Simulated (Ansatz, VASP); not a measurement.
# SrC2: VASP beside Ansatz

INCAR

```
SYSTEM = SrC2
PREC     = Accurate       ! precision mode
ENCUT    = 520            ! plane-wave cutoff, eV
EDIFF    = 1E-6           ! SCF threshold, eV
ISMEAR   = 0              ! smearing method
SIGMA    = 0.05           ! smearing width, eV
LREAL    = .FALSE.        ! projectors in reciprocal space
LASPH    = .TRUE.         ! aspherical terms in the spheres
NELM     = 100            ! most SCF steps
ALGO     = Normal         ! electronic algorithm
ISIF     = 2              ! what is computed and relaxed
LWAVE    = .FALSE.        ! write WAVECAR
LCHARG   = .FALSE.        ! write CHGCAR
NBANDS   = 16             ! bands
```

File KPOINTS:

```
regular mesh
0
G
  9 9 9
  0 0 0
```

POSCAR

```
SrC2
1.0
    2.3159395519      1.3371083237      2.3989288842
   -2.3159395519      1.3371083237      2.3989288842
    0.0000000000     -2.6742166475      2.3989288843
Sr C
1 2
Direct
    0.0000000000      0.0000000000      0.0000000000
    0.5915580000      0.5915580000      0.5915580000
    0.4084420000      0.4084420000      0.4084420000
```

Input for Ansatz:

```yaml
crystal:
  lattice:
    - [2.3159395519, 1.3371083237, 2.3989288842]
    - [-2.3159395519, 1.3371083237, 2.3989288842]
    - [0.0, -2.6742166475, 2.3989288843]
  atoms:
    - { symbol: Sr, position: [0.0, 0.0, 0.0] }
    - { symbol: C, position: [0.591558, 0.591558, 0.591558] }
    - { symbol: C, position: [0.408442, 0.408442, 0.408442] }
basis:
  ecutwfc: 420
kpoints:
  mp_grid: { grid: [9, 9, 9] }
hamiltonian:
  xc: lda
scf:
  occupations: { method: gaussian, width: 0.05 }
output:
  forces: true
  stress: true
  eigenvalues: true
```

Change from the starting cell: strain -0.080 along x and y, +0.040 along z, atoms carried along.

Alike in both runs: task single point; functional LDA; k mesh 9 × 9 × 9; occupations gaussian, width 0.05 eV; no spin polarisation.

|  | VASP | Ansatz |
| --- | --- | --- |
| version | VASP 6.6.1 | Ansatz 0.2.0 |
| potentials or method | VASP PAW LDA potentials, release 64 (Sr_sv, C), cutoff 520 eV | scalar-relativistic, plane waves, PAW |
| valence electrons in the cell | 18 | 18 |

|  | VASP | Ansatz | Ansatz less VASP |
| --- | --- | --- | --- |
| gap on the k mesh at the Fermi level (eV) | 1.07 | 1.11 | +0.037 |
| least direct gap on the mesh (eV) | 1.79 | 1.81 | +0.020 |
| pressure (GPa) | -3.3 | -3.9 | -0.59 |
| traceless stress, the component that is largest in VASP (GPa) | -16.79 | -16.90 | -0.110 |
| rms of the force components (eV/Å) | 1.744 | 1.778 | +0.0347 |

LDA's correlation is that of Perdew and Zunger in VASP and of Perdew and Wang (1992) in Ansatz. Atom by atom the forces differ by 0.035 eV/Å (rms over components).
